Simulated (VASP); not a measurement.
# BN (Cmcm) in VASP: notebook

The runs below take BN through relaxation of the atoms, with LDA.

Everything below comes from runs of VASP 6.6.1. Logs are shortened: lines on timing, memory, paths and dates and some standing lists are left out, and cuts for length are marked.

**1. The cell of the first run**

It takes space group Cmcm (No. 63, orthorhombic). Conventional cell: a = 2.671 Å, b = 4.310 Å, c = 6.495 Å, α = 90.00°, β = 90.00°, γ = 90.00°. B (site symmetry m2m) has 3 N at 1.44 to 1.52 Å within 1.9 Å. Within 1.9 Å of N (site symmetry m2m) lie 3 B at 1.44 to 1.52 Å.

**2. Relaxation of the atoms, LDA (normal strain along x +0.0733, normal strain along z +0.0000)**

The input, INCAR:

```
SYSTEM = BN
ALGO = Normal
EDIFF = 1E-6
EDIFFG = -0.01
ENCUT = 520
GGA = CA
IBRION = 2
ISIF = 2
ISMEAR = 0
LASPH = .True.
LCHARG = .False.
LREAL = .False.
LWAVE = .False.
NELM = 60
NSW = 50
PREC = Accurate
SIGMA = 0.05
```

The input, KPOINTS:

```
k-points
0
Gamma
  12 12 4
  0 0 0
```

The input, POSCAR:

```
BN
1.0
    2.6707478959      0.0000000000      0.0000000000
   -1.3353739480      2.1549757989      0.0000000000
    0.0000000000      0.0000000000      6.4952714932
B N
2 2
Direct
    0.3333333333      0.6666666667      0.2500000000
    0.6666666667      0.3333333333      0.7500000000
    0.3333333333      0.6666666667      0.7500000000
    0.6666666667      0.3333333333      0.2500000000
```

Potentials or basis: VASP PAW LDA potentials, release 64 (B, N).

Launch:

```bash
cat potpaw_LDA.64/B/POTCAR potpaw_LDA.64/N/POTCAR > POTCAR
mpirun -np 1 vasp_std > vasp.out
```

OUTCAR:

```text
SYSTEM = BN
   EDIFF = 1E-6
   EDIFFG = -0.01
   ENCUT = 520
   GGA = CA
   IBRION = 2
   ISIF = 2
   ISMEAR = 0
   LASPH = .True.
   LREAL = .False.
   NELM = 60
   NSW = 50
   PREC = Accurate

 ion  position               nearest neighbor table
   1  0.333  0.667  0.250-   4 1.44   4 1.52   4 1.52
   2  0.667  0.333  0.750-   3 1.44   3 1.52   3 1.52
   3  0.333  0.667  0.750-   2 1.44   2 1.52   2 1.52
   4  0.667  0.333  0.250-   1 1.44   1 1.52   1 1.52

  Warning from LATTYP: Monoclinic adjustment (A1->A3, A2->A1, A3->A2)!
  LATTYP: Found a base centered orthorhombic cell.
 ALAT       =     2.6707478959
 B/A-ratio  =     1.6137620494
 C/A-ratio  =     2.4320047217

  Lattice vectors:

 A1 = (   1.3353739480,  -2.1549757989,   0.0000000000)
 A2 = (   1.3353739479,   2.1549757989,   0.0000000000)
 A3 = (   0.0000000000,   0.0000000000,   6.4952714932)

Analysis of symmetry for initial positions (statically):
=====================================================================
 Subroutine PRICEL returns:
 Original cell was already a primitive cell.

 Routine SETGRP: Setting up the symmetry group for a
 base centered orthorhombic supercell.

 Subroutine GETGRP returns: Found  8 space group operations
 (whereof  4 operations were pure point group operations)
 out of a pool of  8 trial point group operations.

The static configuration has the point symmetry C_2h.
 The point group associated with its full space group is D_2h.

Analysis of symmetry for dynamics (positions and initial velocities):
=====================================================================
 Subroutine PRICEL returns:
 Original cell was already a primitive cell.

 Routine SETGRP: Setting up the symmetry group for a
 base centered orthorhombic supercell.

 Subroutine GETGRP returns: Found  8 space group operations
 (whereof  4 operations were pure point group operations)
 out of a pool of  8 trial point group operations.

The dynamic configuration has the point symmetry C_2h.
 The point group associated with its full space group is D_2h.

 Subroutine INISYM returns: Found  8 space group operations
 (whereof  4 operations are pure point group operations),
 and found     1 'primitive' translations

----------------------------------------------------------------------------------------

                                     Primitive cell

  volume of cell :      37.3829

  direct lattice vectors                    reciprocal lattice vectors
[... 112 lines left out ...]
  volume/ion in A,a.u.               =       9.35        63.07
  Fermi-wavevector in a.u.,A,eV,Ry     =   1.233741  2.331432 20.709653  1.522117
  Thomas-Fermi vector in A             =   2.368459
   LORBIT       =      0    0 simple, 1 ext, 2 COOP (PROOUT), +10 PAW based schemes
   GGA     = CA    functional components
   LHFCALC =     F    Hartree Fock is set to
   AEXX    =    0.0000 exact exchange contribution
   IVDW    =     0    specifies the selected vdW correction
   LEPSILON=     F    determine dielectric tensor
   LRPA    =     F    only Hartree local field effects (RPA)
 conjugate gradient relaxation of ions
 non-spin polarized calculation
 Gauss-broadening in eV      SIGMA  =   0.05
  energy-cutoff  :      520.00
  volume of cell :       37.38
 maximum number of plane-waves:      1021
   NGX =  9   NGY =  9   NGZ = 25

--------------------------------------- Ionic step        1  -------------------------------------------

 number of electron      16.0000001 magnetization

 Free energy of the ion-electron system (eV)
  ---------------------------------------------------
  ext. energy  EPLUGINS =         0.00000000
  ---------------------------------------------------
  free energy    TOTEN  =       -38.11734783 eV

  energy without entropy =      -38.11734783  energy(sigma->0) =      -38.11734783

------------------------ aborting loop because EDIFF is reached ----------------------------------------

  FORCE on cell =-STRESS in cart. coord.  units (eV):
  Direction    XX          YY          ZZ          XY          YZ          ZX
  --------------------------------------------------------------------------------------
  -------------------------------------------------------------------------------------
  Total      -12.8005585     -2.1878213     -0.0880445      0.0000000     -0.0000000      0.0000000
  in kB     -548.6140164    -93.7669570     -3.7734636      0.0000000     -0.0000000      0.0000000
  external PRESSURE =    -215.3848123 kB  Pullay stress =       0.0000000 kB
[... 63 lines left out ...]
--------------------------------------- Ionic step        3  -------------------------------------------

 number of electron      16.0000002 magnetization

 Free energy of the ion-electron system (eV)
  ---------------------------------------------------
  ext. energy  EPLUGINS =         0.00000000
  ---------------------------------------------------
  free energy    TOTEN  =       -38.12605893 eV

  energy without entropy =      -38.12605893  energy(sigma->0) =      -38.12605893

 E-fermi :   2.3070     XC(G=0): -10.4735

 val. band max:        2.0814051781   @ k =   0.2500   0.3333   0.0000
 cond. band min:       5.7037508103   @ k =   0.5000   0.0000   0.0000
 fundamental gap:      3.6223456322
 Fermi energy:         2.3070381257

 k-point     1 :       0.0000    0.0000    0.0000
  band No.  band energies     occupation
      1     -15.1589      2.00000
      2     -14.7783      2.00000
      3      -4.0581      2.00000
      4      -1.5401      2.00000
      5       0.2925      2.00000
      6       0.3515      2.00000
      7       0.7850      2.00000
      8       0.8408      2.00000
      9       6.9903      0.00000
     10      11.7953      0.00000
     11      11.8767      0.00000
     12      12.2051      0.00000
[... 331 lines left out ...]
 k-point    24 :       0.4167    0.1667    0.0000
  band No.  band energies     occupation
      1     -12.0417      2.00000
      2     -11.9439      2.00000
      3      -6.3435      2.00000
      4      -6.2167      2.00000
      5      -3.0759      2.00000
      6      -2.9646      2.00000
      7       0.7178      2.00000
      8       1.7976      2.00000
      9       6.0028      0.00000
     10       7.2342      0.00000
     11      12.6233      0.00000
     12      13.6854      0.00000

 [... further k-points ...]

------------------------ aborting loop because EDIFF is reached ----------------------------------------

  FORCE on cell =-STRESS in cart. coord.  units (eV):
  Direction    XX          YY          ZZ          XY          YZ          ZX
  --------------------------------------------------------------------------------------
  -------------------------------------------------------------------------------------
  Total      -12.6997881     -2.6742467     -0.0916321      0.0000000      0.0000000      0.0000000
  in kB     -544.2951397   -114.6144713     -3.9272256      0.0000000      0.0000000      0.0000000
  external PRESSURE =    -220.9456122 kB  Pullay stress =       0.0000000 kB
[... 19 lines left out ...]
  FREE ENERGIE OF THE ION-ELECTRON SYSTEM (eV)
  ---------------------------------------------------
  free  energy   TOTEN  =       -38.1260589258 eV

  energy  without entropy=      -38.1260589258  energy(sigma->0) =      -38.12605893

 reached required accuracy - stopping structural energy minimisation
```

OSZICAR:

```text
N       E                     dE             d eps       ncg     rms          rms(c)
DAV:   1     0.545475479591E+02    0.54548E+02   -0.82840E+03  3104   0.123E+03
DAV:   2    -0.375060343270E+02   -0.92054E+02   -0.83350E+02  4460   0.244E+02
[... 23 lines left out ...]
DAV:   2    -0.381285732409E+02   -0.37028E-02   -0.75237E-02  3988   0.251E+00    0.314E-01
DAV:   3    -0.381263219039E+02    0.22513E-02   -0.25387E-03  3708   0.575E-01    0.131E-01
DAV:   4    -0.381260593954E+02    0.26251E-03   -0.16195E-03  3928   0.385E-01    0.312E-02
DAV:   5    -0.381260605491E+02   -0.11537E-05   -0.15445E-04  3740   0.126E-01    0.174E-02
DAV:   6    -0.381260591206E+02    0.14285E-05   -0.67761E-06  3680   0.297E-02    0.774E-03
DAV:   7    -0.381260589258E+02    0.19475E-06   -0.38803E-07  2084   0.798E-03
   3 F= -.38126059E+02 E0= -.38126059E+02  d E =-.871109E-02
```

Wall time 2.2 min (1 thread of Intel Xeon 8259CL, shared host); peak memory 0.17 GiB.

Results:

- Free energy: -38.1261 eV
- Energy gained by relaxing: 2.2 meV/atom
- Ionic steps: 3
- Pressure after relaxing: -22.1 GPa
- Largest force after relaxing: 0.009 eV/Å
- Band gap on the k mesh: 3.62 eV (least direct gap 4.16 eV)

Forces on the atoms (eV/Å):
```
B    0.000  0.009  0.000
B    0.000 -0.009  0.000
N    0.000 -0.008  0.000
N    0.000  0.008  0.000
```

Stress tensor (GPa, compression positive):
```
-54.43   0.00   0.00
  0.00 -11.46   0.00
  0.00   0.00  -0.39
```

The path:
| step | energy change (eV) | largest force (eV/Å) | pressure (GPa) |
| --- | --- | --- | --- |
| 1 | 0.0000 | 0.5736 | -21.54 |
| 2 | 0.0418 | 1.2777 | -22.81 |
| 3 | -0.0087 | 0.0090 | -22.09 |

Final structure:
```
B N
1.0
     2.67075    0.00000    0.00000
    -1.33537    2.15498    0.00000
     0.00000    0.00000    6.49527
B N
2 2
Direct
  0.33155 0.66311 0.25000
  0.66845 0.33689 0.75000
  0.33149 0.66299 0.75000
  0.66851 0.33701 0.25000
```

Levels at points of the mesh, in eV from the valence-band top:
```tsv
k point	band 4	band 5	band 6	band 7	band 8	band 9	band 10	band 11	band 12
(0.00, 0.00, 0.00)	-3.62	-1.79	-1.73	-1.30	-1.24	4.91	9.71	9.80	10.12
(0.50, 0.00, 0.00)	-8.64	-3.75	-3.66	-1.80	-0.54	3.62	5.31	9.09	9.61
(0.00, 0.50, 0.00)	-8.38	-4.83	-4.73	-1.21	-0.13	4.14	5.35	7.47	7.49
(0.00, 0.00, 0.50)	-5.04	-1.76	-1.76	-1.27	-1.27	7.26	7.26	10.46	10.46
(0.50, 0.00, 0.50)	-8.71	-3.71	-3.71	-1.14	-1.14	4.16	4.16	9.59	9.59
(0.00, 0.50, 0.50)	-8.41	-4.78	-4.78	-0.63	-0.63	4.47	4.47	7.59	7.59
```

Caveat: the cell differs from its parent crystal (normal strain along x +0.0733, normal strain along z +0.0000). A k mesh can miss the band edges.

**3. Relaxation of the atoms, LDA (normal strain along x +0.0733, normal strain along z +0.0367)**

The input, INCAR:

```
SYSTEM = BN
  ALGO = Normal
  EDIFF = 1E-7
  EDIFFG = -0.01
  ENCUT = 520
  IBRION = 2
  ISIF = 2
  ISMEAR = 0
  LASPH = .True.
  LCHARG = .False.
  LREAL = .False.
  LWAVE = .False.
  NELM = 80
  NSW = 50
  PREC = Accurate
  SIGMA = 0.05
```

KPOINTS is that of step 2.

POSCAR: that of step 2 with these lines changed.

```diff
@@ -4,3 +4,3 @@
    -1.3353739480      2.1549757989      0.0000000000
-    0.0000000000      0.0000000000      6.4952714932
+    0.0000000000      0.0000000000      6.7336479570
 B N
```

Potentials or basis: VASP PAW LDA potentials, release 64 (B, N).

Launch:

```bash
cat potpaw_LDA.64/B/POTCAR potpaw_LDA.64/N/POTCAR > POTCAR
mpirun -np 1 vasp_std > vasp.out
```

Run time: 83 s. Hardware: 1 thread of Intel Xeon Platinum 8375C at 2.90GHz (Ice Lake), shared host; peak memory 0.17 GiB.

It converged, with:

- Free energy: -38.1208 eV
- Energy gained by relaxing: 2.1 meV/atom
- Ionic steps: 3
- Pressure after relaxing: -21.6 GPa
- Largest force after relaxing: 0.006 eV/Å
- Band gap on the k mesh: 3.69 eV (least direct gap 4.30 eV)

Forces in eV/Å, atoms in the order of the input:
```
B    0.000  0.006  0.000
B    0.000 -0.006  0.000
N    0.000 -0.006  0.000
N    0.000  0.006  0.000
```

Stress tensor (GPa, compression positive):
```
-52.63   0.00   0.00
  0.00 -11.16   0.00
  0.00   0.00  -1.07
```

Step by step:
```csv
step,energy change (eV),largest force (eV/Å),pressure (GPa)
1,0.0000,0.5670,-21.09
2,0.0413,1.2684,-22.31
3,-0.0086,0.0062,-21.62
```

Final structure:
```
B N
1.0
     2.67075    0.00000    0.00000
    -1.33537    2.15498    0.00000
     0.00000    0.00000    6.73365
B N
2 2
Direct
  0.33156 0.66311 0.25000
  0.66844 0.33689 0.75000
  0.33151 0.66303 0.75000
  0.66849 0.33697 0.25000
```

Levels at points of the mesh, in eV from the valence-band top:
| k point | band 6 | band 7 | band 8 | band 9 | band 10 | band 11 |
| --- | --- | --- | --- | --- | --- | --- |
| (0.00, 0.00, 0.00) | -1.72 | -1.27 | -1.23 | 4.70 | 9.45 | 9.68 |
| (0.50, 0.00, 0.00) | -3.66 | -1.66 | -0.60 | 3.69 | 5.16 | 9.06 |
| (0.00, 0.50, 0.00) | -4.72 | -1.08 | -0.18 | 4.19 | 5.23 | 7.48 |
| (0.00, 0.00, 0.50) | -1.74 | -1.25 | -1.25 | 6.90 | 6.90 | 10.43 |
| (0.50, 0.00, 0.50) | -3.69 | -1.11 | -1.11 | 4.19 | 4.19 | 9.58 |
| (0.00, 0.50, 0.50) | -4.76 | -0.60 | -0.60 | 4.50 | 4.50 | 7.60 |

Caveat: the cell differs from its parent crystal (normal strain along x +0.0733, normal strain along z +0.0367).

**4. Relaxation of the atoms, LDA (normal strain along x -0.0733, normal strain along z -0.1100)**

The input, INCAR:

```
SYSTEM = BN
PREC = Accurate ; ENCUT = 520
EDIFF = 1E-6 ; ISMEAR = 0
SIGMA = 0.05 ; LREAL = .FALSE.
LASPH = .TRUE. ; NELM = 100
ALGO = Normal ; ISIF = 2
LWAVE = .FALSE. ; LCHARG = .FALSE.
IBRION = 2 ; NSW = 50
EDIFFG = -0.01
```

The input, KPOINTS:

```
regular mesh
0
G
  12 12 4
  0 0 0
```

The input, POSCAR:

```
BN
1.0
    2.3059555345      0.0000000000      0.0000000000
   -1.1529777672      2.1549757989      0.0000000000
    0.0000000000      0.0000000000      5.7807916289
B N
2 2
Direct
    0.3333333333      0.6666666667      0.2500000000
    0.6666666667      0.3333333333      0.7500000000
    0.3333333333      0.6666666667      0.7500000000
    0.6666666667      0.3333333333      0.2500000000
```

Launch:

```bash
cat potpaw_LDA.64/B/POTCAR potpaw_LDA.64/N/POTCAR > POTCAR
mpirun -np 1 vasp_std > vasp.out
```

It took 5.1 min on 1 thread of Oxide Virtual Turin-like, shared host; peak memory 0.12 GiB.

Results (log left out):

| Item | Value |
| --- | --- |
| Free energy | -37.8850 eV |
| Energy gained by relaxing | 12.6 meV/atom |
| Ionic steps | 13 |
| Pressure after relaxing | 41.7 GPa |
| Band gap on the k mesh | 3.59 eV (least direct gap 4.22 eV) |

Stress tensor (GPa, compression positive):
```
92.59  0.00  0.00
 0.00 25.23  0.00
 0.00  0.00  7.22
```

The path:
| step | energy change (eV) | largest force (eV/Å) | pressure (GPa) |
| --- | --- | --- | --- |
| 1 | 0.0000 | 1.6300 | 43.32 |
| 2 | 0.9248 | 8.2273 | 47.48 |
| 3 | -0.0489 | 0.0339 | 41.68 |
| 4 | -0.0489 | 0.0334 | 41.70 |
| 5 | -0.0489 | 0.0326 | 41.69 |
| 6 | -0.0490 | 0.0286 | 41.69 |
| 7 | -0.0493 | 0.0217 | 41.68 |
| 8 | -0.0497 | 0.0137 | 41.68 |
| 9 | -0.0503 | 0.0283 | 41.66 |
| 10 | -0.0503 | 0.0702 | 41.64 |
| 11 | -0.0505 | 0.0440 | 41.65 |
| 12 | -0.0504 | 0.0552 | 41.72 |
| 13 | -0.0505 | 0.0004 | 41.68 |

Final structure:
```
CELL_PARAMETERS angstrom
2.30596 0.00000 0.00000
-1.15298 2.15498 0.00000
0.00000 0.00000 5.78079
ATOMIC_POSITIONS crystal
B 0.32565 0.65130 0.25000
B 0.67435 0.34870 0.75000
N 0.34791 0.69581 0.75000
N 0.65209 0.30419 0.25000
```

Levels at points of the mesh, in eV from the valence-band top:
| k point | band 4 | band 5 | band 6 | band 7 | band 8 | band 9 | band 10 | band 11 | band 12 |
| --- | --- | --- | --- | --- | --- | --- | --- | --- | --- |
| (0.00, 0.00, 0.00) | -4.06 | -2.08 | -1.95 | -0.68 | -0.59 | 5.93 | 11.26 | 11.99 | 12.23 |
| (0.50, 0.00, 0.00) | -9.37 | -5.10 | -4.90 | -2.18 | -0.20 | 4.02 | 6.63 | 10.11 | 10.14 |
| (0.00, 0.50, 0.00) | -9.80 | -3.48 | -3.31 | -2.78 | -0.97 | 3.65 | 5.90 | 11.38 | 12.78 |
| (0.00, 0.00, 0.50) | -6.30 | -2.01 | -2.01 | -0.64 | -0.64 | 9.30 | 9.30 | 11.72 | 11.72 |
| (0.50, 0.00, 0.50) | -9.47 | -5.00 | -5.00 | -1.10 | -1.10 | 4.76 | 4.76 | 10.38 | 10.38 |
| (0.00, 0.50, 0.50) | -9.89 | -3.40 | -3.40 | -1.70 | -1.70 | 4.07 | 4.07 | 12.89 | 12.89 |

Caveat: the cell differs from its parent crystal (normal strain along x -0.0733, normal strain along z -0.1100).

**5. Relaxation of the atoms, LDA (normal strain along x -0.0367, normal strain along z -0.1100)**

INCAR: that of step 4 with these lines changed.

```diff
@@ -2,3 +2,3 @@
 PREC = Accurate ; ENCUT = 520
-EDIFF = 1E-6 ; ISMEAR = 0
+EDIFF = 1E-7 ; ISMEAR = 0
 SIGMA = 0.05 ; LREAL = .FALSE.
```

KPOINTS is that of step 4.

POSCAR: that of step 4 with these lines changed.

```diff
@@ -2,4 +2,4 @@
 1.0
-    2.3059555345      0.0000000000      0.0000000000
-   -1.1529777672      2.1549757989      0.0000000000
+    2.3970292072      0.0000000000      0.0000000000
+   -1.1985146036      2.1549757989      0.0000000000
     0.0000000000      0.0000000000      5.7807916289
```

Launch:

```bash
cat potpaw_LDA.64/B/POTCAR potpaw_LDA.64/N/POTCAR > POTCAR
mpirun -np 1 vasp_std > vasp.out
```

It took 66 s on 1 thread of Oxide Virtual Turin-like, shared host; peak memory 0.12 GiB.

The run converged. Its results:

```
Free energy                  : -38.3617 eV
Energy gained by relaxing    : 2.2 meV/atom
Ionic steps                  : 3
Pressure after relaxing      : 20.7 GPa
Largest force after relaxing : 0.010 eV/Å
Band gap on the k mesh       : 3.69 eV (least direct gap 4.15 eV)
```

Forces on the atoms (eV/Å):
```
B    0.000 -0.010  0.000
B    0.000  0.010  0.000
N    0.000  0.008  0.000
N    0.000 -0.008  0.000
```

Stress tensor (GPa, compression positive):
```
43.34  0.00  0.00
 0.00 12.03  0.00
 0.00  0.00  6.81
```

Step by step:
| step | energy change (eV) | largest force (eV/Å) | pressure (GPa) |
| --- | --- | --- | --- |
| 1 | 0.0000 | 0.6601 | 21.07 |
| 2 | 0.1138 | 2.5603 | 21.11 |
| 3 | -0.0089 | 0.0098 | 20.72 |

Final structure:
```cif
data_structure
_symmetry_space_group_name_H-M 'P 1'
_symmetry_Int_Tables_number 1
_cell_length_a 2.3970
_cell_length_b 2.4658
_cell_length_c 5.7808
_cell_angle_alpha 90.000
_cell_angle_beta 90.000
_cell_angle_gamma 119.081
_cell_volume 29.86
loop_
_atom_site_label
_atom_site_type_symbol
_atom_site_fract_x
_atom_site_fract_y
_atom_site_fract_z
_atom_site_occupancy
B1 B 0.33489 0.66977 0.25000 1
B2 B 0.66511 0.33023 0.75000 1
N1 N 0.33494 0.66988 0.75000 1
N2 N 0.66506 0.33012 0.25000 1
```

Levels at points of the mesh, in eV from the valence-band top:
```
           k point  band 4  band 5  band 6  band 7  band 8  band 9  band 10  band 11  band 12
(0.00, 0.00, 0.00)   -3.60   -1.68   -1.55   -1.10   -0.98    6.11    11.43    11.91    12.02
(0.50, 0.00, 0.00)   -9.12   -4.68   -4.47   -2.15   -0.23    4.07     6.44     9.99    10.02
(0.00, 0.50, 0.00)   -9.28   -3.94   -3.75   -2.48   -0.46    3.69     6.30    10.79    11.28
(0.00, 0.00, 0.50)   -5.87   -1.61   -1.61   -1.04   -1.04    9.39     9.39    11.70    11.70
(0.50, 0.00, 0.50)   -9.22   -4.58   -4.58   -1.05   -1.05    4.64     4.64    10.28    10.28
(0.00, 0.50, 0.50)   -9.41   -3.85   -3.85   -1.34   -1.34    4.35     4.35    11.49    11.49
```

Caveat: the cell differs from its parent crystal (normal strain along x -0.0367, normal strain along z -0.1100). A k mesh can miss the band edges.

(Continued in part 2 of 2.)
